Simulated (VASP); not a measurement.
# Al (Fmmm) in VASP: notebook

Runs on Al. Level: PBEsol. Tasks: single point.

Program: VASP 6.6.1. These are calculated values, not measurements. Logs are shortened: lines on timing, memory, paths and dates and some standing lists are left out, and cuts for length are marked.

## (1) The cell of the first run

The structure is orthorhombic, space group Fmmm (No. 69). Conventional cell: a = 3.967 Å, b = 4.048 Å, c = 4.129 Å, α = 90.00°, β = 90.00°, γ = 90.00°. Al (site symmetry mmm) has 12 Al at 2.83 to 2.89 Å within 3.7 Å.

## (2) Single point, PBEsol (strain -0.0200 x Voigt [1, -1, 0, 0, 0, 0])

Contents of INCAR:

```
PREC = Accurate
ENCUT = 520
EDIFF = 1E-6
ISMEAR = 0
SIGMA = 0.15
LREAL = False
LASPH = True
NELM = 80
ALGO = Fast
ISIF = 2
LWAVE = False
LCHARG = True
GGA = PS
LELF = True
LVHAR = True
NBANDS = 8
```

Contents of KPOINTS:

```
Automatic mesh
0
Gamma
  20 20 20
```

Contents of POSCAR:

```
Al
1.0
    0.0000000000      2.0644596000      2.0239800000
    1.9835004000      0.0000000000      2.0239800000
    1.9835004000      2.0644596000      0.0000000000
Al
1
Direct
    0.0000000000      0.0000000000      0.0000000000
```

Potentials or basis: VASP PAW PBE potentials, release 64 (Al).

The run is started by

```bash
$ cat potpaw_PBE.64/Al/POTCAR > POTCAR
$ mpirun -np 1 vasp_std > vasp.out
```

OUTCAR:

```text
PREC = Accurate
   ENCUT = 520
   EDIFF = 1E-6
   ISMEAR = 0
   LREAL = False
   LASPH = True
   NELM = 80
   ISIF = 2
   GGA = PS

 ion  position               nearest neighbor table
   1  0.000  0.000  0.000-

  LATTYP: Found a face centered orthorhombic cell.
 ALAT       =     3.9670008000
 B/A-ratio  =     1.0204081633
 C/A-ratio  =     1.0408163265

  Lattice vectors:

 A1 = (   0.0000000000,   2.0644596000,  -2.0239800000)
 A2 = (   1.9835004000,   2.0644596000,   0.0000000000)
 A3 = (   1.9835004000,   0.0000000000,  -2.0239800000)

Analysis of symmetry for initial positions (statically):
=====================================================================
 Subroutine PRICEL returns:
 Original cell was already a primitive cell.

 Routine SETGRP: Setting up the symmetry group for a
 face centered orthorhombic supercell.

 Subroutine GETGRP returns: Found  8 space group operations
 (whereof  8 operations were pure point group operations)
 out of a pool of  8 trial point group operations.

The static configuration has the point symmetry D_2h.

Analysis of symmetry for dynamics (positions and initial velocities):
=====================================================================
 Subroutine PRICEL returns:
 Original cell was already a primitive cell.

 Routine SETGRP: Setting up the symmetry group for a
 face centered orthorhombic supercell.

 Subroutine GETGRP returns: Found  8 space group operations
 (whereof  8 operations were pure point group operations)
 out of a pool of  8 trial point group operations.

The dynamic configuration has the point symmetry D_2h.

 Subroutine INISYM returns: Found  8 space group operations
 (whereof  8 operations are pure point group operations),
 and found     1 'primitive' translations

----------------------------------------------------------------------------------------

                                     Primitive cell

  volume of cell :      16.5758

  direct lattice vectors                    reciprocal lattice vectors
     0.000000000  2.064459600  2.023980000    -0.252079606  0.242194132  0.247038014
     1.983500400  0.000000000  2.023980000     0.252079606 -0.242194132  0.247038014
     1.983500400  2.064459600  0.000000000     0.252079606  0.242194132 -0.247038014

  length of vectors
     2.891105062  2.833861125  2.862912377     0.428053625  0.428053625  0.428053625

  position of ions in fractional coordinates (direct lattice)
     0.000000000  0.000000000  0.000000000

  ion indices of the primitive-cell ions
   primitive index   ion index
                 1           1

----------------------------------------------------------------------------------------

 KPOINTS: Automatic mesh

Automatic generation of k-mesh.
 Grid dimensions read from file:
 generate k-points for:   20   20   20

 Generating k-lattice:

  Cartesian coordinates                     Fractional coordinates (reciprocal lattice)
    -0.012603980  0.012109707  0.012351901     0.050000000  0.000000000 -0.000000000
     0.012603980 -0.012109707  0.012351901     0.000000000  0.050000000  0.000000000
     0.012603980  0.012109707 -0.012351901    -0.000000000  0.000000000  0.050000000

  Length of vectors
     0.021402681  0.021402681  0.021402681

  Shift w.r.t. Gamma in fractional coordinates (k-lattice)
     0.000000000  0.000000000  0.000000000

 Subroutine IBZKPT returns following result:
 ===========================================

 Found   1166 irreducible k-points:

 Following reciprocal coordinates:
            Coordinates               Weight
  0.000000  0.000000  0.000000      1.000000
  0.050000  0.000000  0.000000      8.000000
  0.100000  0.000000  0.000000      8.000000
  0.150000  0.000000  0.000000      8.000000
  0.200000  0.000000  0.000000      8.000000
  0.250000  0.000000  0.000000      8.000000
[... 16 lines left out ...]
 -0.400000  0.050000  0.000000      8.000000
 -0.350000  0.050000  0.000000      8.000000
 [... further k-points ...]
   k-points           NKPTS =   1166   k-points in BZ     NKDIM =   1166   number of bands    NBANDS=      8
   number of dos      NEDOS =    301   number of ions     NIONS =      1
   total plane-waves  NPLWV =  13824
   dimension x,y,z NGX =    24 NGY =   24 NGZ =   24
   dimension x,y,z NGXF=    48 NGYF=   48 NGZF=   48
   ions per type =               1
   NGX,Y,Z   is equivalent  to a cutoff of  13.80, 14.08, 13.94 a.u.
   NGXF,Y,Z  is equivalent  to a cutoff of  27.60, 28.16, 27.87 a.u.
 SYSTEM =  unknown system
   PREC   = accura    normal or accurate (medium, high low for compatibility)
   ISTART =      0    job   : 0-new  1-cont  2-samecut
   ICHARG =      2    charge: 1-file 2-atom 10-const
   ISPIN  =      1    spin polarized calculation?
   LNONCOLLINEAR =      F non collinear calculations
   LSORBIT =      F    spin-orbit coupling
   LASPH  =      T    aspherical Exc in radial PAW
   ENCUT  =  520.0 eV  38.22 Ry    6.18 a.u.   5.38  5.27  5.32*2*pi/ulx,y,z
   NELM   =     80;   NELMIN=  2; NELMDL= -5     # of ELM steps
   EDIFF  = 0.1E-05   stopping-criterion for ELM
   LREAL  =      F    real-space projection
   EDIFFG = 0.1E-04   stopping-criterion for IOM
   NSW    =      0    number of steps for IOM
   IBRION =     -1    ionic relax: 0-MD 1-quasi-New 2-CG
   NFREE  =      0    steps in history (QN), initial steepest desc. (CG)
   ISIF   =      2    stress and relaxation
   ISYM   =      2    0-nonsym 1-usesym 2-fastsym
   POTIM  = 0.5000    time-step for ionic-motion
   TEBEG  =    0.0;   TEEND  =   0.0 temperature during run
   PSTRESS=    0.0 pullay stress
   NELECT =       3.0000    total number of electrons
   NUPDOWN=      -1.0000    fix difference up-down
   EMIN   =  10.00;   EMAX   =-10.00  energy-range for DOS
   EFERMI =   0.00;   METHOD = LEGACY
   ISMEAR =     0;   SIGMA  =   0.15  broadening in eV -4-tet -1-fermi 0-gaus
   EFERMI_NEDOS =   21; number of points for ismear=-14 and -15
   IALGO  =     68    algorithm
   IMIX   =      4    mixing-type and parameters
     AMIX     =   0.40;   BMIX     =  1.00
     AMIX_MAG =   1.60;   BMIX_MAG =  1.00
  volume/ion in A,a.u.               =      16.58       111.86
  Fermi-wavevector in a.u.,A,eV,Ry     =   0.926027  1.749937 11.667348  0.857526
  Thomas-Fermi vector in A             =   2.051945
   LORBIT       =      0    0 simple, 1 ext, 2 COOP (PROOUT), +10 PAW based schemes
   GGA     = PS    functional components
   LHFCALC =     F    Hartree Fock is set to
   AEXX    =    0.0000 exact exchange contribution
   IVDW    =     0    specifies the selected vdW correction
   LEPSILON=     F    determine dielectric tensor
   LRPA    =     F    only Hartree local field effects (RPA)
 non-spin polarized calculation
 RMM-DIIS sequential band-by-band and
 Gauss-broadening in eV      SIGMA  =   0.15
  energy-cutoff  :      520.00
  volume of cell :       16.58
 maximum number of plane-waves:       459
 NGX is ok and might be reduce to    24
   NGX = 11   NGY = 11   NGZ = 11

 number of electron       3.0000000 magnetization

 Free energy of the ion-electron system (eV)
  ---------------------------------------------------
  ext. energy  EPLUGINS =         0.00000000
  ---------------------------------------------------
  free energy    TOTEN  =        -4.09035805 eV

  energy without entropy =       -4.08568834  energy(sigma->0) =       -4.08802320

 E-fermi :   7.9274     XC(G=0): -10.2403

 val. band max:        7.9272355510   @ k =  -0.2500   0.1000   0.3000
 cond. band min:       7.9351454093   @ k =  -0.4500   0.1500   0.3000
 fundamental gap:      0.0079098583
 Fermi energy:         7.9273535943

 k-point     1 :       0.0000    0.0000    0.0000
  band No.  band energies     occupation
      1      -3.1961      2.00000
      2      20.2702      0.00000
      3      20.4898      0.00000
      4      20.7008      0.00000
      5      21.8736      0.00000
      6      21.9401      0.00000
      7      21.9943      0.00000
      8      24.3709      0.00000

 k-point     2 :       0.0500    0.0000    0.0000
  band No.  band energies     occupation
      1      -3.1283      2.00000
      2      19.1614      0.00000
      3      20.1038      0.00000
      4      20.3516      0.00000
      5      22.2640      0.00000
      6      22.3310      0.00000
      7      22.5027      0.00000
      8      25.0837      0.00000

 k-point     3 :       0.1000    0.0000    0.0000
  band No.  band energies     occupation
      1      -2.9252      2.00000
      2      17.1997      0.00000
      3      19.6148      0.00000
      4      19.9000      0.00000
      5      22.6138      0.00000
      6      23.0337      0.00000
      7      23.0822      0.00000
      8      25.2736      0.00000

 k-point     4 :       0.1500    0.0000    0.0000
  band No.  band energies     occupation
      1      -2.5872      2.00000
      2      15.1872      0.00000
      3      19.1600      0.00000
      4      19.5007      0.00000
      5      22.5021      0.00000
      6      23.5190      0.00000
      7      23.8616      0.00000
      8      24.8259      0.00000

 k-point     5 :       0.2000    0.0000    0.0000
  band No.  band energies     occupation
      1      -2.1155      2.00000
      2      13.2213      0.00000
      3      18.7915      0.00000
      4      19.1950      0.00000
      5      22.3474      0.00000
      6      22.8529      0.00000
      7      23.9153      0.00000
      8      25.4944      0.00000

 k-point     6 :       0.2500    0.0000    0.0000
  band No.  band energies     occupation
      1      -1.5112      2.00000
      2      11.3337      0.00000
      3      18.5250      0.00000
      4      18.9942      0.00000
      5      21.9673      0.00000
      6      22.2362      0.00000
      7      23.0738      0.00000
      8      26.5517      0.00000

 k-point     7 :       0.3000    0.0000    0.0000
  band No.  band energies     occupation
      1      -0.7762      2.00000
      2       9.5394      0.00000
      3      18.3664      0.00000
      4      18.9026      0.00000
      5      21.1416      0.00000
      6      22.1595      0.00000
      7      22.2359      0.00000
      8      25.8662      0.00000

 k-point     8 :       0.3500    0.0000    0.0000
  band No.  band energies     occupation
      1       0.0877      2.00000
      2       7.8473      1.54986
      3      18.3184      0.00000
      4      18.9220      0.00000
      5      20.4075      0.00000
      6      21.4012      0.00000
      7      22.2624      0.00000
      8      25.0420      0.00000

 k-point     9 :       0.4000    0.0000    0.0000
  band No.  band energies     occupation
      1       1.0780      2.00000
      2       6.2634      2.00000
      3      18.3822      0.00000
      4      19.0536      0.00000
      5      19.7795      0.00000
      6      20.7102      0.00000
      7      22.4356      0.00000
      8      24.3040      0.00000

 k-point    10 :       0.4500   -0.0000   -0.0000
  band No.  band energies     occupation
      1       2.1914      2.00000
      2       4.7933      2.00000
      3      18.5574      0.00000
      4      19.2619      0.00000
      5      19.2999      0.00000
      6      20.1280      0.00000
      7      22.7264      0.00000
      8      23.6674      0.00000
[... 78 lines left out ...]
 k-point    18 :       0.3500    0.0500   -0.0000
  band No.  band energies     occupation
      1      -0.1560      2.00000
      2       8.4545      0.00000
      3      17.5456      0.00000
      4      19.0656      0.00000
      5      19.7299      0.00000
      6      22.1265      0.00000
      7      22.9760      0.00000
      8      25.8206      0.00000

 k-point    19 :       0.4000    0.0500    0.0000
  band No.  band energies     occupation
      1       0.7920      2.00000
      2       6.8353      2.00000
      3      17.5805      0.00000
      4      19.0171      0.00000
      5      19.1679      0.00000
      6      21.4485      0.00000
      7      23.0975      0.00000
      8      25.0992      0.00000

 k-point    20 :       0.4500    0.0500   -0.0000
  band No.  band energies     occupation
      1       1.8643      2.00000
      2       5.3276      2.00000
      3      17.7271      0.00000
      4      18.4173      0.00000
      5      19.3850      0.00000
      6      20.8763      0.00000
      7      23.3294      0.00000
      8      24.4414      0.00000

 k-point    21 :       0.5000    0.0500   -0.0000
  band No.  band energies     occupation
      1       3.0511      2.00000
      2       3.9425      2.00000
      3      17.9264      0.00000
      4      17.9910      0.00000
      5      19.7176      0.00000
      6      20.4160      0.00000
      7      23.6570      0.00000
      8      23.9018      0.00000

 k-point    22 :      -0.4500    0.0500    0.0000
  band No.  band energies     occupation
      1       2.6466      2.00000
      2       4.3865      2.00000
      3      17.5595      0.00000
      4      18.3588      0.00000
      5      20.0426      0.00000
      6      20.1919      0.00000
      7      23.4174      0.00000
      8      24.1530      0.00000

 k-point    23 :      -0.4000    0.0500    0.0000
  band No.  band energies     occupation
      1       1.4945      2.00000
      2       5.8155      2.00000
      3      17.3050      0.00000
      4      18.8400      0.00000
      5      19.8268      0.00000
      6      20.7383      0.00000
      7      23.0870      0.00000
      8      24.7181      0.00000

 k-point    24 :      -0.3500    0.0500    0.0000
  band No.  band energies     occupation
      1       0.4631      2.00000
      2       7.3606      2.00000
      3      17.1667      0.00000
      4      19.4023      0.00000
      5      19.7379      0.00000
      6      21.4104      0.00000
      7      22.8697      0.00000
      8      25.3816      0.00000

 [... further k-points ...]
[... 5 lines left out ...]
  --------------------------------------------------------------------------------------
  -------------------------------------------------------------------------------------
  Total       -0.1030780     -0.3044793     -0.1480107      0.0000000      0.0000000      0.0000000
  in kB       -9.9632623    -29.4302163    -14.3063505      0.0000000      0.0000000      0.0000000
  external PRESSURE =     -17.8999430 kB  Pullay stress =       0.0000000 kB

 VOLUME and BASIS-vectors are now :
 -----------------------------------------------------------------------------
  energy-cutoff  :      520.00
  volume of cell :       16.58
      direct lattice vectors                 reciprocal lattice vectors
     0.000000000  2.064459600  2.023980000    -0.252079606  0.242194132  0.247038014
     1.983500400  0.000000000  2.023980000     0.252079606 -0.242194132  0.247038014
     1.983500400  2.064459600  0.000000000     0.252079606  0.242194132 -0.247038014

 POSITION                                       TOTAL-FORCE (eV/Angst)
 -----------------------------------------------------------------------------------
      0.00000      0.00000      0.00000         0.000000      0.000000      0.000000
 -----------------------------------------------------------------------------------
    total drift:                                0.000000     -0.000000      0.000000

  FREE ENERGIE OF THE ION-ELECTRON SYSTEM (eV)
  ---------------------------------------------------
  free  energy   TOTEN  =        -4.0903580527 eV

  energy  without entropy=       -4.0856883388  energy(sigma->0) =       -4.08802320
```

Wall time 4.2 min (1 thread of AMD EPYC 7R43 (Zen 3), shared host); peak memory 0.21 GiB.

What came out:

```yaml
Free_energy: -4.0904 eV
Pressure: -1.8 GPa
```

Caveat: the cell differs from its parent crystal (strain -0.0200 x Voigt [1, -1, 0, 0, 0, 0]); the PAW data sets were made with another functional, which shifts forces and pressure a little.

(Part 1 of 2 ends here.)
